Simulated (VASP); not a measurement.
# CdSe (F-43m) in VASP: notebook

The runs below take CdSe through single point, relaxation of cell and atoms, with PBE, LDA, r2SCAN, PBEsol.

Everything below comes from runs of VASP 6.6.1. Logs are shortened: lines on timing, memory, paths and dates and some standing lists are left out, and cuts for length are marked.

## 1. The cell of the first run

The structure is cubic, space group F-43m (No. 216). The conventional cell has a = 6.136 Å, b = 6.136 Å, c = 6.136 Å, α = 90.00°, β = 90.00°, γ = 90.00°. Cd (site symmetry -43m) has 4 Se at 2.66 Å within 3.5 Å. Se (site symmetry -43m) has 4 Cd at 2.66 Å within 3.5 Å.

## 2. Single point, PBE

Contents of INCAR:

```
SYSTEM = CdSe
PREC     = Accurate       ! precision mode
ENCUT    = 520            ! plane-wave cutoff, eV
EDIFF    = 1E-6           ! SCF threshold, eV
ISMEAR   = -1             ! smearing method
SIGMA    = 0.02           ! smearing width, eV
LREAL    = .FALSE.        ! projectors in reciprocal space
LASPH    = .TRUE.         ! aspherical terms in the spheres
NELM     = 100            ! most SCF steps
ALGO     = Normal         ! electronic algorithm
ISIF     = 2              ! what is computed and relaxed
LWAVE    = .FALSE.        ! write WAVECAR
LCHARG   = .FALSE.        ! write CHGCAR
GGA      = PE             ! functional
NBANDS   = 16             ! bands
```

Contents of KPOINTS:

```
regular mesh
0
G
  8 8 8
  0 0 0
```

Contents of POSCAR:

```
CdSe
1.0
    0.0000000000      3.0678017005      3.0678017005
    3.0678017005      0.0000000000      3.0678017005
    3.0678017005      3.0678017005      0.0000000000
Cd Se
1 1
Direct
    0.0000000000      0.0000000000      0.0000000000
    0.7500000000      0.7500000000      0.7500000000
```

Potentials or basis: VASP PAW PBE potentials, release 64 (Cd, Se).

On the command line:

```console
$ cat potpaw_PBE.64/Cd/POTCAR potpaw_PBE.64/Se/POTCAR > POTCAR
$ mpirun -np 1 vasp_std > vasp.out
```

OUTCAR:

```text
SYSTEM = CdSe
   PREC = Accurate
   ENCUT = 520
   EDIFF = 1E-6
   ISMEAR = -1
   LREAL = .FALSE.
   LASPH = .TRUE.
   NELM = 100
   ISIF = 2
   GGA = PE

 ion  position               nearest neighbor table
   1  0.000  0.000  0.000-   2 2.66   2 2.66   2 2.66   2 2.66
   2  0.750  0.750  0.750-   1 2.66   1 2.66   1 2.66   1 2.66

  LATTYP: Found a face centered cubic cell.
 ALAT       =     6.1356034010

  Lattice vectors:

 A1 = (   0.0000000000,   3.0678017005,   3.0678017005)
 A2 = (   3.0678017005,   0.0000000000,   3.0678017005)
 A3 = (   3.0678017005,   3.0678017005,   0.0000000000)

Analysis of symmetry for initial positions (statically):
=====================================================================
 Subroutine PRICEL returns:
 Original cell was already a primitive cell.

 Routine SETGRP: Setting up the symmetry group for a
 face centered cubic supercell.

 Subroutine GETGRP returns: Found 24 space group operations
 (whereof 24 operations were pure point group operations)
 out of a pool of 48 trial point group operations.

The static configuration has the point symmetry T_d .

Analysis of symmetry for dynamics (positions and initial velocities):
=====================================================================
 Subroutine PRICEL returns:
 Original cell was already a primitive cell.

 Routine SETGRP: Setting up the symmetry group for a
 face centered cubic supercell.

 Subroutine GETGRP returns: Found 24 space group operations
 (whereof 24 operations were pure point group operations)
 out of a pool of 48 trial point group operations.

The dynamic configuration has the point symmetry T_d .

 Subroutine INISYM returns: Found 24 space group operations
 (whereof 24 operations are pure point group operations),
 and found     1 'primitive' translations

----------------------------------------------------------------------------------------

                                     Primitive cell

  volume of cell :      57.7447

  direct lattice vectors                    reciprocal lattice vectors
     0.000000000  3.067801701  3.067801701    -0.162983155  0.162983155  0.162983155
     3.067801701  0.000000000  3.067801701     0.162983155 -0.162983155  0.162983155
     3.067801701  3.067801701  0.000000000     0.162983155  0.162983155 -0.162983155

  length of vectors
[... 79 lines left out ...]
   LASPH  =      T    aspherical Exc in radial PAW
   ENCUT  =  520.0 eV  38.22 Ry    6.18 a.u.   8.07  8.07  8.07*2*pi/ulx,y,z
   NELM   =    100;   NELMIN=  2; NELMDL= -5     # of ELM steps
   EDIFF  = 0.1E-05   stopping-criterion for ELM
   LREAL  =      F    real-space projection
   EDIFFG = 0.1E-04   stopping-criterion for IOM
   NSW    =      0    number of steps for IOM
   IBRION =     -1    ionic relax: 0-MD 1-quasi-New 2-CG
   NFREE  =      0    steps in history (QN), initial steepest desc. (CG)
   ISIF   =      2    stress and relaxation
   ISYM   =      2    0-nonsym 1-usesym 2-fastsym
   POTIM  = 0.5000    time-step for ionic-motion
   TEBEG  =    0.0;   TEEND  =   0.0 temperature during run
   PSTRESS=    0.0 pullay stress
   NELECT =      18.0000    total number of electrons
   NUPDOWN=      -1.0000    fix difference up-down
   EMIN   =  10.00;   EMAX   =-10.00  energy-range for DOS
   EFERMI =   0.00;   METHOD = LEGACY
   ISMEAR =    -1;   SIGMA  =   0.02  broadening in eV -4-tet -1-fermi 0-gaus
   EFERMI_NEDOS =   21; number of points for ismear=-14 and -15
   IALGO  =     38    algorithm
   IMIX   =      4    mixing-type and parameters
     AMIX     =   0.40;   BMIX     =  1.00
     AMIX_MAG =   1.60;   BMIX_MAG =  1.00
  volume/ion in A,a.u.               =      28.87       194.84
  Fermi-wavevector in a.u.,A,eV,Ry     =   1.110014  2.097622 16.764155  1.232131
  Thomas-Fermi vector in A             =   2.246560
   LORBIT       =      0    0 simple, 1 ext, 2 COOP (PROOUT), +10 PAW based schemes
   GGA     = PE    functional components
   LHFCALC =     F    Hartree Fock is set to
   AEXX    =    0.0000 exact exchange contribution
   IVDW    =     0    specifies the selected vdW correction
   LEPSILON=     F    determine dielectric tensor
   LRPA    =     F    only Hartree local field effects (RPA)
 non-spin polarized calculation
  energy-cutoff  :      520.00
  volume of cell :       57.74
 maximum number of plane-waves:      1588
   NGX = 17   NGY = 17   NGZ = 17

 number of electron      18.0000008 magnetization

 Free energy of the ion-electron system (eV)
  ---------------------------------------------------
  ext. energy  EPLUGINS =         0.00000000
  ---------------------------------------------------
  free energy    TOTEN  =        -5.48904196 eV

  energy without entropy =       -5.48904195  energy(sigma->0) =       -5.48904196

 E-fermi :   1.0257     XC(G=0):  -8.7674

 val. band max:        0.7373546630   @ k =   0.0000   0.0000   0.0000
 cond. band min:       1.2918017201   @ k =   0.0000   0.0000   0.0000
 fundamental gap:      0.5544470571
 Fermi energy:         1.0256899617

 k-point     1 :       0.0000    0.0000    0.0000
  band No.  band energies     occupation
      1     -11.7127      2.00000
      2      -7.1122      2.00000
      3      -7.1122      2.00000
      4      -7.1122      2.00000
      5      -6.7653      2.00000
      6      -6.7653      2.00000
[... 433 lines left out ...]
      3      -6.9683      2.00000
      4      -6.7827      2.00000
      5      -6.7499      2.00000
      6      -6.4088      2.00000
[... 8 lines left out ...]
     15      12.3429      0.00000
     16      13.2820      0.00000

 [... further k-points ...]

------------------------ aborting loop because EDIFF is reached ----------------------------------------

  FORCE on cell =-STRESS in cart. coord.  units (eV):
  Direction    XX          YY          ZZ          XY          YZ          ZX
  --------------------------------------------------------------------------------------
  -------------------------------------------------------------------------------------
  Total        0.6115114      0.6115114      0.6115114     -0.0000000     -0.0000000      0.0000000
  in kB       16.9669320     16.9669320     16.9669320     -0.0000000     -0.0000000      0.0000000
  external PRESSURE =      16.9669320 kB  Pullay stress =       0.0000000 kB

 VOLUME and BASIS-vectors are now :
 -----------------------------------------------------------------------------
  energy-cutoff  :      520.00
  volume of cell :       57.74
      direct lattice vectors                 reciprocal lattice vectors
     0.000000000  3.067801701  3.067801701    -0.162983155  0.162983155  0.162983155
     3.067801701  0.000000000  3.067801701     0.162983155 -0.162983155  0.162983155
     3.067801701  3.067801701  0.000000000     0.162983155  0.162983155 -0.162983155

 POSITION                                       TOTAL-FORCE (eV/Angst)
 -----------------------------------------------------------------------------------
      0.00000      0.00000      0.00000         0.000000      0.000000      0.000000
      4.60170      4.60170      4.60170        -0.000000     -0.000000     -0.000000
 -----------------------------------------------------------------------------------
    total drift:                                0.000000      0.000000      0.000000

  FREE ENERGIE OF THE ION-ELECTRON SYSTEM (eV)
  ---------------------------------------------------
  free  energy   TOTEN  =        -5.4890419580 eV

  energy  without entropy=       -5.4890419541  energy(sigma->0) =       -5.48904196
```

OSZICAR:

```text
N       E                     dE             d eps       ncg     rms          rms(c)
DAV:   1     0.104644859189E+03    0.10464E+03   -0.87817E+03   952   0.100E+03
DAV:   2    -0.185844847826E+01   -0.10650E+03   -0.10110E+03  1144   0.246E+02
DAV:   3    -0.585063864400E+01   -0.39922E+01   -0.39865E+01  1120   0.491E+01
DAV:   4    -0.586784706033E+01   -0.17208E-01   -0.17208E-01  1176   0.326E+00
DAV:   5    -0.586795585057E+01   -0.10879E-03   -0.10879E-03  1152   0.226E-01    0.589E+00
DAV:   6    -0.550920256875E+01    0.35875E+00   -0.54729E-01  1336   0.868E+00    0.470E+00
DAV:   7    -0.548780817102E+01    0.21394E-01   -0.14105E-01  1088   0.249E+00    0.204E+00
DAV:   8    -0.548872883697E+01   -0.92067E-03   -0.13039E-02  1056   0.137E+00    0.246E-01
DAV:   9    -0.548892426511E+01   -0.19543E-03   -0.13831E-03  1096   0.472E-01    0.464E-02
DAV:  10    -0.548899239785E+01   -0.68133E-04   -0.15325E-04  1208   0.153E-01    0.434E-02
DAV:  11    -0.548904217282E+01   -0.49775E-04   -0.81509E-05  1128   0.568E-02    0.166E-02
DAV:  12    -0.548904195798E+01    0.21484E-06   -0.18098E-06  1000   0.160E-02
   1 F= -.54890420E+01 E0= -.54890420E+01  d E =-.388202E-08
```

It took 16 s on 1 thread of Intel Xeon Platinum 8488C (Sapphire Rapids), shared host; peak memory 0.18 GiB.

What came out:

- Free energy: -5.4890 eV
- Pressure: 1.7 GPa
- Band gap on the k mesh: 0.55 eV, direct

Levels at points of the mesh, in eV from the valence-band top:
```
           k point  band 5  band 6  band 7  band 8  band 9  band 10  band 11  band 12  band 13  band 14
(0.00, 0.00, 0.00)   -7.50   -7.50    0.00    0.00    0.00     0.55     5.93     5.93     5.93     9.68
(0.50, 0.00, 0.00)   -7.48   -7.23   -4.24   -0.71   -0.71     2.36     6.44     6.44     7.35     9.97
(0.50, 0.50, 0.00)   -7.45   -7.17   -3.96   -1.77   -1.77     3.19     3.73     8.99    10.06    10.06
```

## 3. Single point, LDA

Contents of INCAR:

```
  PREC = Accurate
  ENCUT = 520
  EDIFF = 1E-7
  ISMEAR = 0
  SIGMA = 0.01
  LREAL = False
  LASPH = True
  NELM = 60
  ALGO = Normal
  ISIF = 2
  LWAVE = False
  LCHARG = False
  NBANDS = 16
```

Contents of KPOINTS:

```
Automatic mesh
0
Gamma
  8 8 8
```

POSCAR is that of step 2.

Potentials or basis: VASP PAW LDA potentials, release 64 (Cd, Se).

On the command line:

```console
$ cat potpaw_LDA.64/Cd/POTCAR potpaw_LDA.64/Se/POTCAR > POTCAR
$ mpirun -np 1 vasp_std > vasp.out
```

It took 15 s on 1 thread of Intel Xeon Platinum 8488C (Sapphire Rapids), shared host; peak memory 0.16 GiB.

The run converged. Its results:

```yaml
Free_energy: -6.7341 eV
Pressure: -2.8 GPa
Band_gap_on_the_k_mesh: 0.31 eV, direct
```

Levels at points of the mesh, in eV from the valence-band top:
| k point | band 5 | band 6 | band 7 | band 8 | band 9 | band 10 | band 11 | band 12 | band 13 | band 14 |
| --- | --- | --- | --- | --- | --- | --- | --- | --- | --- | --- |
| (0.00, 0.00, 0.00) | -7.51 | -7.51 | 0.00 | 0.00 | 0.00 | 0.31 | 5.79 | 5.79 | 5.79 | 9.39 |
| (0.50, 0.00, 0.00) | -7.49 | -7.24 | -4.33 | -0.73 | -0.73 | 2.16 | 6.31 | 6.31 | 7.12 | 9.71 |
| (0.50, 0.50, 0.00) | -7.46 | -7.18 | -4.05 | -1.80 | -1.80 | 2.98 | 3.58 | 8.76 | 9.87 | 9.87 |

## 4. Single point, r2SCAN

POSCAR is that of step 3.

Contents of INCAR.step1:

```
SYSTEM = CdSe
PREC     = Accurate       ! precision mode
ENCUT    = 520            ! plane-wave cutoff, eV
ISMEAR   = 0              ! smearing method
SIGMA    = 0.01           ! smearing width, eV
LREAL    = .False.        ! projectors in reciprocal space
LASPH    = .True.         ! aspherical terms in the spheres
NELM     = 80             ! most SCF steps
NBANDS   = 16             ! bands
GGA      = PE             ! functional
ALGO     = Normal         ! electronic algorithm
EDIFF    = 1E-4           ! SCF threshold, eV
LWAVE    = .True.         ! write WAVECAR
LCHARG   = .False.        ! write CHGCAR
```

Contents of INCAR.step2:

```
SYSTEM = CdSe
PREC     = Accurate       ! precision mode
ENCUT    = 520            ! plane-wave cutoff, eV
EDIFF    = 1E-7           ! SCF threshold, eV
ISMEAR   = 0              ! smearing method
SIGMA    = 0.01           ! smearing width, eV
LREAL    = .False.        ! projectors in reciprocal space
LASPH    = .True.         ! aspherical terms in the spheres
NELM     = 80             ! most SCF steps
ALGO     = Normal         ! electronic algorithm
ISIF     = 2              ! what is computed and relaxed
LWAVE    = .False.        ! write WAVECAR
LCHARG   = .False.        ! write CHGCAR
METAGGA  = R2SCAN         ! meta-GGA
LMIXTAU  = .True.       
NBANDS   = 16             ! bands
ISTART   = 1
```

Contents of KPOINTS:

```
regular mesh
0
Gamma
  8 8 8
  0 0 0
```

Potentials or basis: VASP PAW PBE potentials, release 64 (Cd, Se).

On the command line:

```console
$ cat potpaw_PBE.64/Cd/POTCAR potpaw_PBE.64/Se/POTCAR > POTCAR
$ cp INCAR.step1 INCAR
$ mpirun -np 1 vasp_std > vasp.out
$ cp INCAR.step2 INCAR
$ mpirun -np 1 vasp_std > vasp.out
```

Run time: 66 s. Hardware: 1 thread of Intel Xeon Platinum 8488C (Sapphire Rapids), shared host; peak memory 0.19 GiB.

It converged, with:

- Free energy: -35.9158 eV
- Pressure: 0.2 GPa
- Band gap on the k mesh: 1.03 eV, direct

Levels at points of the mesh, in eV from the valence-band top:
```tsv
k point	band 6	band 7	band 8	band 9	band 10	band 11	band 12	band 13
(0.00, 0.00, 0.00)	-7.71	0.00	0.00	0.00	1.03	6.47	6.47	6.47
(0.50, 0.00, 0.00)	-7.42	-4.27	-0.72	-0.72	2.83	6.92	6.92	7.74
(0.50, 0.50, 0.00)	-7.36	-3.97	-1.80	-1.80	3.50	4.13	9.56	10.80
```

Caveat: the PAW data sets were made with another functional, which shifts forces and pressure a little. r2SCAN opens gaps a little over a GGA but as a rule still falls short of measured ones.

## 5. Relaxation of cell and atoms, PBEsol

This run uses another cell than the first one, of 29.75 Å³/atom, 1.030 times its volume.

Contents of INCAR:

```
SYSTEM = CdSe
  PREC = Accurate
  ENCUT = 600
  EDIFF = 1E-6
  ISMEAR = -1
  SIGMA = 0.02
  LREAL = .False.
  LASPH = .True.
  NELM = 80
  ALGO = Normal
  ISIF = 3
  LWAVE = .False.
  LCHARG = .False.
  GGA = PS
  IBRION = 2
  NSW = 80
  EDIFFG = -0.005
```

Contents of KPOINTS:

```
regular mesh
0
Gamma
  6 6 6
  0 0 0
```

Contents of POSCAR:

```
CdSe
1.0
    0.0000000000      3.0986163502      3.0986163502
    3.0986163502      0.0000000000      3.0986163502
    3.0986163502      3.0986163502      0.0000000000
Cd Se
1 1
Direct
    0.0000000000      0.0000000000      0.0000000000
    0.7500000000      0.7500000000      0.7500000000
```

On the command line:

```console
$ cat potpaw_PBE.64/Cd/POTCAR potpaw_PBE.64/Se/POTCAR > POTCAR
$ mpirun -np 1 vasp_std > vasp.out
```

It took 35 s on 1 thread of Intel Xeon Platinum 8488C (Sapphire Rapids), shared host; peak memory 0.22 GiB.

Results (log left out):

```yaml
Free_energy: -6.1738 eV
Relaxed_volume: 28.28 Å³/atom
Relaxed_cell: a = 4.308 Å, b = 4.308 Å, c = 4.308 Å, α = 60.00°, β = 60.00°, γ = 60.00°
Space_group_after_relaxing_to_0.05_Å: F-43m (No. 216)
Energy_gained_by_relaxing: 11.3 meV/atom
Ionic_steps: 3
Pressure_after_relaxing: 0.0 GPa
Band_gap_on_the_k_mesh: 0.47 eV, direct
```

The path:
| step | energy change (eV) | largest force (eV/Å) | pressure (GPa) | volume (Å³) |
| --- | --- | --- | --- | --- |
| 1 | 0.0000 | 0.0000 | -2.34 | 59.50 |
| 2 | -0.0211 | 0.0000 | 0.69 | 55.84 |
| 3 | -0.0226 | 0.0000 | -0.01 | 56.55 |

Final structure:
```
CELL_PARAMETERS angstrom
0.00000 3.04655 3.04655
3.04655 0.00000 3.04655
3.04655 3.04655 0.00000
ATOMIC_POSITIONS crystal
Cd 0.00000 0.00000 0.00000
Se 0.75000 0.75000 0.75000
```

Levels at points of the mesh, in eV from the valence-band top:
```tsv
k point	band 5	band 6	band 7	band 8	band 9	band 10	band 11	band 12	band 13
(0.00, 0.00, 0.00)	-7.52	-7.52	0.00	0.00	0.00	0.47	5.85	5.85	5.85
(0.50, 0.00, 0.00)	-7.50	-7.24	-4.42	-0.75	-0.75	2.28	6.36	6.36	7.27
(0.50, 0.50, 0.00)	-7.47	-7.17	-4.11	-1.86	-1.86	3.01	3.67	8.95	10.09
```

Caveat: the PAW data sets were made with another functional, which shifts forces and pressure a little.

## 6. Summary

| task | level | potentials or basis | cell | k mesh | cutoff (eV) | smearing | gap on the mesh (eV) | pressure (GPa) |
| --- | --- | --- | --- | --- | --- | --- | --- | --- |
| single point | PBE | VASP PAW PBE potentials, release 64 (Cd, Se) | a = 4.339 Å, angles 60.0°, 2 atoms | 8 × 8 × 8 | 520 | fermi-dirac 0.02 eV | 0.55 | 1.7 |
| single point | LDA | VASP PAW LDA potentials, release 64 (Cd, Se) | a = 4.339 Å, angles 60.0°, 2 atoms | 8 × 8 × 8 | 520 | gaussian 0.01 eV | 0.31 | -2.8 |
| single point | r2SCAN | VASP PAW PBE potentials, release 64 (Cd, Se) | a = 4.339 Å, angles 60.0°, 2 atoms | 8 × 8 × 8 | 520 | gaussian 0.01 eV | 1.03 | 0.2 |
| relaxation of cell and atoms | PBEsol | VASP PAW PBE potentials, release 64 (Cd, Se) | relaxed from a = 4.382 Å, angles 60.0°, 2 atoms | 6 × 6 × 6 | 600 | fermi-dirac 0.02 eV | 0.47 | 0.0 |

Alike in all rows: no spin polarisation.

Caveats: the PAW data sets were made with another functional, which shifts forces and pressure a little (some runs).

Total energies depend on the potentials used, so only differences within one code and one set of settings carry meaning.
